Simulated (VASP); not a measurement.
Here is a VASP 6.6.1 calculation.

INCAR

```
PREC = Accurate
ENCUT = 600
EDIFF = 1E-6
ISMEAR = 0
SIGMA = 0.01
LREAL = F
LASPH = T
NELM = 120
ALGO = Normal
ISIF = 2
LWAVE = F
LCHARG = F
GGA = PE
NBANDS = 25
GGA_COMPAT = F
```

Contents of KPOINTS:

```
Automatic mesh
0
Gamma
  4 4 6
```

The input POSCAR:

```
MgF2
1.0
    4.3626467273      0.0000000000      0.0000000000
    0.0000000000      4.3626467273      0.0000000000
    0.0000000000      0.0000000000      2.9143111137
Mg F
2 4
Direct
    0.0000000000      0.0000000000      0.0000000000
    0.5000000000      0.5000000000      0.5000000000
    0.3011838947      0.3011838947      0.0000000000
    0.1988161053      0.8011838947      0.5000000000
    0.6988161053      0.6988161053      0.0000000000
    0.8011838947      0.1988161053      0.5000000000
```

Potentials or basis: VASP PAW PBE potentials, release 64 (Mg, F).

Launch:

```bash
$ cat potpaw_PBE.64/Mg/POTCAR potpaw_PBE.64/F/POTCAR > POTCAR
$ mpirun -np 1 vasp_std > vasp.out
```

**Question.** Predict the pressure.

**Answer.** 28.8 GPa.

**Question.** Predict the band gap on the k mesh.

**Answer.** 8.29 eV.

Stress tensor (GPa, compression positive):
```
28.89  0.00  0.00
 0.00 28.89  0.00
 0.00  0.00 28.75
```

Caveat: the cell stands under pressure. A hybrid or GW would open this gap; PBE tends to underestimate it.
